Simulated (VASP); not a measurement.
# In (Fd-3m) in VASP: notebook

In is run at these levels: RPBE; tasks: single point.

Program: VASP 6.6.1. These are calculated values, not measurements. Logs are shortened: lines on timing, memory, paths and dates and some standing lists are left out, and cuts for length are marked.

### 1 The cell of the first run

The structure is cubic, space group Fd-3m (No. 227). Conventional cell: a = 6.870 Å, b = 6.870 Å, c = 6.870 Å, α = 90.00°, β = 90.00°, γ = 90.00°. In (site symmetry -43m) has 4 In at 2.97 Å within 3.9 Å.

This isn't the form of In at room conditions, which is tetragonal.

### 2 Single point, RPBE

Contents of INCAR:

```
ALGO     = Normal         # electronic algorithm
EDIFF    = 1E-7           # SCF threshold, eV
ENCUT    = 520            # plane-wave cutoff, eV
GGA      = RP             # functional
ISIF     = 2              # what is computed and relaxed
ISMEAR   = -1             # smearing method
LASPH    = T              # aspherical terms in the spheres
LCHARG   = F              # write CHGCAR
LREAL    = F              # projectors in reciprocal space
LWAVE    = F              # write WAVECAR
NBANDS   = 20             # bands
NELM     = 60             # most SCF steps
PREC     = Accurate       # precision mode
SIGMA    = 0.1            # smearing width, eV
```

Contents of KPOINTS:

```
k-points
0
Gamma
  8 8 8
```

Contents of POSCAR:

```
In
1.0
    0.0000000000      3.4351190494      3.4351190494
    3.4351190494      0.0000000000      3.4351190494
    3.4351190494      3.4351190494      0.0000000000
In
2
Direct
    0.1250000000      0.1250000000      0.1250000000
    0.8750000000      0.8750000000      0.8750000000
```

Potentials or basis: VASP PAW PBE potentials, release 64 (In_d).

Command:

```console
> cat potpaw_PBE.64/In_d/POTCAR > POTCAR
> mpirun -np 1 vasp_std > vasp.out
```

OUTCAR:

```text
EDIFF = 1E-7
   ENCUT = 520
   GGA = RP
   ISIF = 2
   ISMEAR = -1
   LASPH = T
   LREAL = F
   NELM = 60
   PREC = Accurate

 ion  position               nearest neighbor table
   1  0.125  0.125  0.125-   2 2.97   2 2.97   2 2.97   2 2.97
   2  0.875  0.875  0.875-   1 2.97   1 2.97   1 2.97   1 2.97

  LATTYP: Found a face centered cubic cell.
 ALAT       =     6.8702380988

  Lattice vectors:

 A1 = (   0.0000000000,   3.4351190494,   3.4351190494)
 A2 = (   3.4351190494,   0.0000000000,   3.4351190494)
 A3 = (   3.4351190494,   3.4351190494,   0.0000000000)

Analysis of symmetry for initial positions (statically):
=====================================================================
 Subroutine PRICEL returns:
 Original cell was already a primitive cell.

 Routine SETGRP: Setting up the symmetry group for a
 face centered cubic supercell.

 Subroutine GETGRP returns: Found 48 space group operations
 (whereof 12 operations were pure point group operations)
 out of a pool of 48 trial point group operations.

The static configuration has the point symmetry D_3d.
 The point group associated with its full space group is O_h .

Analysis of symmetry for dynamics (positions and initial velocities):
=====================================================================
 Subroutine PRICEL returns:
 Original cell was already a primitive cell.

 Routine SETGRP: Setting up the symmetry group for a
 face centered cubic supercell.

 Subroutine GETGRP returns: Found 48 space group operations
 (whereof 12 operations were pure point group operations)
 out of a pool of 48 trial point group operations.

The dynamic configuration has the point symmetry D_3d.
 The point group associated with its full space group is O_h .

 Subroutine INISYM returns: Found 48 space group operations
 (whereof 12 operations are pure point group operations),
 and found     1 'primitive' translations

----------------------------------------------------------------------------------------

                                     Primitive cell

  volume of cell :      81.0691

  direct lattice vectors                    reciprocal lattice vectors
     0.000000000  3.435119049  3.435119049    -0.145555363  0.145555363  0.145555363
     3.435119049  0.000000000  3.435119049     0.145555363 -0.145555363  0.145555363
     3.435119049  3.435119049  0.000000000     0.145555363  0.145555363 -0.145555363

  length of vectors
     4.857991948  4.857991948  4.857991948     0.252109284  0.252109284  0.252109284

  position of ions in fractional coordinates (direct lattice)
     0.125000000  0.125000000  0.125000000
     0.875000000  0.875000000  0.875000000

  ion indices of the primitive-cell ions
   primitive index   ion index
                 1           1
                 2           2

----------------------------------------------------------------------------------------

 KPOINTS: k-points

Automatic generation of k-mesh.
 Grid dimensions read from file:
 generate k-points for:    8    8    8

 Generating k-lattice:

  Cartesian coordinates                     Fractional coordinates (reciprocal lattice)
    -0.018194420  0.018194420  0.018194420     0.125000000  0.000000000  0.000000000
     0.018194420 -0.018194420  0.018194420     0.000000000  0.125000000  0.000000000
     0.018194420  0.018194420 -0.018194420     0.000000000  0.000000000  0.125000000

  Length of vectors
     0.031513660  0.031513660  0.031513660

  Shift w.r.t. Gamma in fractional coordinates (k-lattice)
     0.000000000  0.000000000  0.000000000

 Subroutine IBZKPT returns following result:
 ===========================================

 Found     29 irreducible k-points:

 Following reciprocal coordinates:
            Coordinates               Weight
  0.000000  0.000000  0.000000      1.000000
  0.125000  0.000000  0.000000      8.000000
  0.250000  0.000000  0.000000      8.000000
  0.375000  0.000000  0.000000      8.000000
  0.500000  0.000000  0.000000      4.000000
  0.125000  0.125000  0.000000      6.000000
[... 16 lines left out ...]
  0.500000  0.250000  0.125000     48.000000
 -0.375000  0.250000  0.125000     24.000000
 [... further k-points ...]
   k-points           NKPTS =     29   k-points in BZ     NKDIM =     29   number of bands    NBANDS=     20
   number of dos      NEDOS =    301   number of ions     NIONS =      2
   total plane-waves  NPLWV =  46656
   dimension x,y,z NGX =    36 NGY =   36 NGZ =   36
   dimension x,y,z NGXF=    72 NGYF=   72 NGZF=   72
   ions per type =               2
   NGX,Y,Z   is equivalent  to a cutoff of  12.32, 12.32, 12.32 a.u.
   NGXF,Y,Z  is equivalent  to a cutoff of  24.64, 24.64, 24.64 a.u.
 SYSTEM =  unknown system
   PREC   = accura    normal or accurate (medium, high low for compatibility)
   ISTART =      0    job   : 0-new  1-cont  2-samecut
   ICHARG =      2    charge: 1-file 2-atom 10-const
   ISPIN  =      1    spin polarized calculation?
   LNONCOLLINEAR =      F non collinear calculations
   LSORBIT =      F    spin-orbit coupling
   LASPH  =      T    aspherical Exc in radial PAW
   ENCUT  =  520.0 eV  38.22 Ry    6.18 a.u.   9.03  9.03  9.03*2*pi/ulx,y,z
   NELM   =     60;   NELMIN=  2; NELMDL= -5     # of ELM steps
   EDIFF  = 0.1E-06   stopping-criterion for ELM
   LREAL  =      F    real-space projection
   EDIFFG = 0.1E-05   stopping-criterion for IOM
   NSW    =      0    number of steps for IOM
   IBRION =     -1    ionic relax: 0-MD 1-quasi-New 2-CG
   NFREE  =      0    steps in history (QN), initial steepest desc. (CG)
   ISIF   =      2    stress and relaxation
   ISYM   =      2    0-nonsym 1-usesym 2-fastsym
   POTIM  = 0.5000    time-step for ionic-motion
   TEBEG  =    0.0;   TEEND  =   0.0 temperature during run
   PSTRESS=    0.0 pullay stress
   NELECT =      26.0000    total number of electrons
   NUPDOWN=      -1.0000    fix difference up-down
   EMIN   =  10.00;   EMAX   =-10.00  energy-range for DOS
   EFERMI =   0.00;   METHOD = LEGACY
   ISMEAR =    -1;   SIGMA  =   0.10  broadening in eV -4-tet -1-fermi 0-gaus
   EFERMI_NEDOS =   21; number of points for ismear=-14 and -15
   IALGO  =     38    algorithm
   IMIX   =      4    mixing-type and parameters
     AMIX     =   0.40;   BMIX     =  1.00
     AMIX_MAG =   1.60;   BMIX_MAG =  1.00
  volume/ion in A,a.u.               =      40.53       273.54
  Fermi-wavevector in a.u.,A,eV,Ry     =   1.120592  2.117612 17.085193  1.255726
  Thomas-Fermi vector in A             =   2.257239
   LORBIT       =      0    0 simple, 1 ext, 2 COOP (PROOUT), +10 PAW based schemes
   GGA     = RP    functional components
   LHFCALC =     F    Hartree Fock is set to
   AEXX    =    0.0000 exact exchange contribution
   IVDW    =     0    specifies the selected vdW correction
   LEPSILON=     F    determine dielectric tensor
   LRPA    =     F    only Hartree local field effects (RPA)
 non-spin polarized calculation
  energy-cutoff  :      520.00
  volume of cell :       81.07
 maximum number of plane-waves:      2204
   NGX = 19   NGY = 19   NGZ = 19

 number of electron      25.9999993 magnetization

 Free energy of the ion-electron system (eV)
  ---------------------------------------------------
  ext. energy  EPLUGINS =         0.00000000
  ---------------------------------------------------
  free energy    TOTEN  =        -3.80382098 eV

  energy without entropy =       -3.73868193  energy(sigma->0) =       -3.77125145

 E-fermi :   3.3203     XC(G=0):  -7.8831

 val. band max:        3.3097155539   @ k =  -0.3750   0.3750   0.0000
 cond. band min:       3.3457705221   @ k =   0.1250   0.1250   0.0000
 fundamental gap:      0.0360549681
 Fermi energy:         3.3203105025

 k-point     1 :       0.0000    0.0000    0.0000
  band No.  band energies     occupation
      1     -11.3005      2.00000
      2     -11.3005      2.00000
      3     -11.3005      2.00000
      4     -11.2470      2.00000
      5     -11.2470      2.00000
      6     -10.9158      2.00000
[... 12 lines left out ...]
     19       9.1521      0.00000
     20      12.2052      0.00000

 k-point     2 :       0.1250    0.0000    0.0000
  band No.  band energies     occupation
      1     -11.3133      2.00000
      2     -11.3133      2.00000
      3     -11.2971      2.00000
      4     -11.2289      2.00000
      5     -11.2288      2.00000
      6     -10.9328      2.00000
[... 12 lines left out ...]
     19       9.9283      0.00000
     20      11.2620      0.00000

 k-point     3 :       0.2500    0.0000    0.0000
  band No.  band energies     occupation
      1     -11.3288      2.00000
      2     -11.3288      2.00000
      3     -11.2888      2.00000
      4     -11.2020      2.00000
      5     -11.2020      2.00000
      6     -10.9536      2.00000
[... 12 lines left out ...]
     19      10.3270      0.00000
     20      11.0923      0.00000

 k-point     4 :       0.3750    0.0000    0.0000
  band No.  band energies     occupation
      1     -11.3362      2.00000
      2     -11.3362      2.00000
      3     -11.2803      2.00000
      4     -11.1860      2.00000
      5     -11.1860      2.00000
      6     -10.9640      2.00000
[... 12 lines left out ...]
     19      10.9542      0.00000
     20      11.8948      0.00000

 k-point     5 :       0.5000    0.0000    0.0000
  band No.  band energies     occupation
      1     -11.3378      2.00000
      2     -11.3378      2.00000
      3     -11.2768      2.00000
      4     -11.1819      2.00000
      5     -11.1819      2.00000
      6     -10.9660      2.00000
[... 12 lines left out ...]
     19      12.5918      0.00000
     20      12.8762      0.00000

 k-point     6 :       0.1250    0.1250    0.0000
  band No.  band energies     occupation
      1     -11.3137      2.00000
      2     -11.3091      2.00000
      3     -11.3091      2.00000
      4     -11.2330      2.00000
      5     -11.2094      2.00000
      6     -10.9699      2.00000
[... 12 lines left out ...]
     19      10.1315      0.00000
     20      10.3301      0.00000

 k-point     7 :       0.2500    0.1250    0.0000
  band No.  band energies     occupation
      1     -11.3337      2.00000
      2     -11.3217      2.00000
      3     -11.2975      2.00000
      4     -11.2108      2.00000
      5     -11.1781      2.00000
      6     -11.0030      2.00000
[... 12 lines left out ...]
     19      10.3402      0.00000
     20      11.1664      0.00000
[... 277 lines left out ...]
 k-point    20 :      -0.3750    0.3750    0.0000
  band No.  band energies     occupation
      1     -11.3789      2.00000
      2     -11.3539      2.00000
      3     -11.2221      2.00000
      4     -11.1299      2.00000
      5     -11.0837      2.00000
      6     -11.0649      2.00000
[... 12 lines left out ...]
     19      11.1346      0.00000
     20      12.1866      0.00000

 k-point    21 :       0.5000    0.5000    0.0000
  band No.  band energies     occupation
      1     -11.3519      2.00000
      2     -11.3519      2.00000
      3     -11.2264      2.00000
      4     -11.2264      2.00000
      5     -11.0647      2.00000
      6     -11.0647      2.00000
[... 12 lines left out ...]
     19      13.4308      0.00000
     20      13.4308      0.00000

 k-point    22 :       0.3750    0.2500    0.1250
  band No.  band energies     occupation
      1     -11.3452      2.00000
      2     -11.3405      2.00000
      3     -11.2773      2.00000
      4     -11.1902      2.00000
      5     -11.1448      2.00000
      6     -11.0380      2.00000
[... 12 lines left out ...]
     19      10.9723      0.00000
     20      12.0419      0.00000

 k-point    23 :       0.5000    0.2500    0.1250
  band No.  band energies     occupation
      1     -11.3629      2.00000
      2     -11.3507      2.00000
      3     -11.2447      2.00000
      4     -11.1669      2.00000
      5     -11.1251      2.00000
      6     -11.0515      2.00000
[... 12 lines left out ...]
     19      11.8134      0.00000
     20      11.9642      0.00000

 k-point    24 :      -0.3750    0.2500    0.1250
  band No.  band energies     occupation
      1     -11.3709      2.00000
      2     -11.3528      2.00000
      3     -11.2299      2.00000
      4     -11.1497      2.00000
      5     -11.1277      2.00000
      6     -11.0439      2.00000
[... 12 lines left out ...]
     19      10.8448      0.00000
     20      12.4321      0.00000

 [... further k-points ...]

------------------------ aborting loop because EDIFF is reached ----------------------------------------

  FORCE on cell =-STRESS in cart. coord.  units (eV):
  Direction    XX          YY          ZZ          XY          YZ          ZX
  --------------------------------------------------------------------------------------
  -------------------------------------------------------------------------------------
  Total       -0.0167334     -0.0167334     -0.0167334     -0.0000000     -0.0000000      0.0000000
  in kB       -0.3307031     -0.3307031     -0.3307031     -0.0000000     -0.0000000      0.0000000
  external PRESSURE =      -0.3307031 kB  Pullay stress =       0.0000000 kB

 VOLUME and BASIS-vectors are now :
 -----------------------------------------------------------------------------
  energy-cutoff  :      520.00
  volume of cell :       81.07
      direct lattice vectors                 reciprocal lattice vectors
     0.000000000  3.435119049  3.435119049    -0.145555363  0.145555363  0.145555363
     3.435119049  0.000000000  3.435119049     0.145555363 -0.145555363  0.145555363
     3.435119049  3.435119049  0.000000000     0.145555363  0.145555363 -0.145555363

 POSITION                                       TOTAL-FORCE (eV/Angst)
 -----------------------------------------------------------------------------------
      0.85878      0.85878      0.85878         0.000000     -0.000000      0.000000
      6.01146      6.01146      6.01146        -0.000000      0.000000     -0.000000
 -----------------------------------------------------------------------------------
    total drift:                                0.000000      0.000000      0.000000

  FREE ENERGIE OF THE ION-ELECTRON SYSTEM (eV)
  ---------------------------------------------------
  free  energy   TOTEN  =        -3.8038209781 eV

  energy  without entropy=       -3.7386819310  energy(sigma->0) =       -3.77125145
```

It took 17 s on 1 thread of Intel Xeon 6975P-C (Granite Rapids), shared host; peak memory 0.21 GiB.

What came out:

```yaml
Free_energy: -3.8038 eV
Pressure: 0.0 GPa
Band_gap_on_the_k_mesh: zero (bands 13 and 14 overlap by 3.04 eV)
```

Levels at points of the mesh, in eV from the Fermi level:
| k point | band 9 | band 10 | band 11 | band 12 | band 13 | band 14 | band 15 | band 16 | band 17 | band 18 |
| --- | --- | --- | --- | --- | --- | --- | --- | --- | --- | --- |
| (0.00, 0.00, 0.00) | -14.21 | -14.21 | -7.56 | 1.49 | 2.10 | 2.10 | 2.10 | 3.77 | 3.77 | 3.77 |
| (0.50, 0.00, 0.00) | -14.17 | -14.17 | -6.04 | -3.75 | 0.94 | 0.94 | 1.83 | 4.67 | 4.67 | 6.42 |
| (0.50, 0.50, 0.00) | -14.15 | -14.15 | -4.72 | -4.72 | -0.35 | -0.35 | 2.38 | 2.38 | 8.91 | 8.91 |

Caveat: the PAW data sets were made with another functional, which shifts forces and pressure a little; spin-orbit coupling is left out, which moves the levels of the heavy elements.

### 3 Single point, RPBE (35.67 Å³/atom)

This run uses another cell than the first one, of 35.67 Å³/atom.

Contents of INCAR:

```
SYSTEM = In
ALGO = Normal
EDIFF = 1E-6
ENCUT = 520
GGA = RP
ISIF = 2
ISMEAR = -1
LASPH = .True.
LCHARG = .False.
LREAL = .False.
LWAVE = .False.
NBANDS = 20
NELM = 100
PREC = Accurate
SIGMA = 0.1
```

Contents of KPOINTS:

```
k-points
0
Gamma
  9 9 9
  0 0 0
```

Contents of POSCAR:

```
In
1.0
    0.0000000000      3.2918195249      3.2918195249
    3.2918195249      0.0000000000      3.2918195249
    3.2918195249      3.2918195249      0.0000000000
In
2
Direct
    0.1250000000      0.1250000000      0.1250000000
    0.8750000000      0.8750000000      0.8750000000
```

Potentials or basis: VASP PAW PBE potentials, release 64 (In_d).

Command:

```console
> cat potpaw_PBE.64/In_d/POTCAR > POTCAR
> mpirun -np 1 vasp_std > vasp.out
```

Wall time 19 s (1 thread of Intel Xeon 6975P-C (Granite Rapids), shared host); peak memory 0.21 GiB.

Results (log left out):

| Quantity | Value |
| --- | --- |
| Free energy | -3.7258 eV |
| Pressure | 3.1 GPa |
| Band gap on the k mesh | zero (bands 13 and 14 overlap by 3.23 eV) |

Levels at points of the mesh, in eV from the Fermi level:
| k point | band 10 | band 11 | band 12 | band 13 | band 14 | band 15 | band 16 | band 17 |
| --- | --- | --- | --- | --- | --- | --- | --- | --- |
| (0.00, 0.00, 0.00) | -14.17 | -8.11 | 2.42 | 2.42 | 2.42 | 2.55 | 4.08 | 4.08 |

Caveat: the cell stands under pressure; the PAW data sets were made with another functional, which shifts forces and pressure a little; spin-orbit coupling is left out, which moves the levels of the heavy elements.
